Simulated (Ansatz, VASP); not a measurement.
# O in VASP and in Ansatz

The input INCAR:

```
ALGO     = Normal         # electronic algorithm
EDIFF    = 1E-7           # SCF threshold, eV
ENCUT    = 520            # plane-wave cutoff, eV
GGA      = PE             # functional
ISIF     = 2              # what is computed and relaxed
ISMEAR   = -1             # smearing method
LASPH    = T              # aspherical terms in the spheres
LCHARG   = T              # write CHGCAR
LELF     = T              # ELF
LREAL    = F              # projectors in reciprocal space
LVHAR    = T            
LWAVE    = F              # write WAVECAR
NBANDS   = 20             # bands
NELM     = 100            # most SCF steps
PREC     = Accurate       # precision mode
SIGMA    = 0.02           # smearing width, eV
```

Contents of KPOINTS:

```
k-points
0
Gamma
  8 6 10
```

Contents of POSCAR:

```
O
1.0
    4.0689305591      0.0000000000     -0.0511314365
    0.0000000000      4.0261634352      0.0000000000
   -1.0716212313      0.0000000000      2.7914438287
O
4
Direct
    0.3407721668      0.6840618692      0.6697834721
    0.6592278332      0.6840618692      0.8302165279
    0.6592278332      0.3159381308      0.3302165279
    0.3407721668      0.3159381308      0.1697834721
```

Input for Ansatz:

```yaml
crystal:
  lattice:
    - [4.0689305591, 0.0, -0.0511314365]
    - [0.0, 4.0261634352, 0.0]
    - [-1.0716212313, 0.0, 2.7914438287]
  atoms:
    - { symbol: O, position: [0.3407721668, 0.6840618692, 0.6697834721] }
    - { symbol: O, position: [0.6592278332, 0.6840618692, 0.8302165279] }
    - { symbol: O, position: [0.6592278332, 0.3159381308, 0.3302165279] }
    - { symbol: O, position: [0.3407721668, 0.3159381308, 0.1697834721] }
kpoints:
  mp_grid: { grid: [8, 6, 10] }
  band_path:
    path:
      - [0.0, 0.0, 0.0]
      - [0.0, 0.5, 0.0]
      - [0.0, 0.5, 0.5]
      - [0.0, 0.0, 0.5]
      - [-0.5, 0.0, 0.5]
      - [-0.5, 0.5, 0.5]
      - [-0.5, 0.5, 0.0]
      - [-0.5, 0.0, 0.0]
    npoints: 1
hamiltonian:
  xc: pbe
scf:
  occupations: { method: fermi_dirac, width: 0.02 }
  n_extra_bands: 5
output:
  forces: true
  stress: true
  eigenvalues: true
```

Change from the starting cell: uniaxial_x strain +0.7%.

Alike in both runs: task single point; functional PBE; k mesh 8 × 6 × 10; occupations fermi-dirac, width 0.02 eV; no spin polarisation.

|  | VASP | Ansatz |
| --- | --- | --- |
| version | VASP 6.6.1 | Ansatz 0.2.0 |
| potentials or method | VASP PAW PBE potentials, release 64 (O) | plane waves, PAW |
| plane-wave cutoff (eV) | 520 | 420 |
| valence electrons in the cell | 24 | 24 |

```csv
,VASP,Ansatz,Ansatz less VASP
gap on the k mesh at the Fermi level (eV),0.91,0.91,+0.001
pressure (GPa),9.3,5.8,-3.50
"traceless stress, the component that is largest in VASP (GPa)",8.64,2.58,-6.062
rms of the force components (eV/Å),1.172,0.388,-0.7844
```

Atom by atom the forces differ by 0.786 eV/Å (rms over components).

Noted on VASP's run: the standard files for N, O and F lose accuracy on very short bonds; spin is off for a triplet molecule.
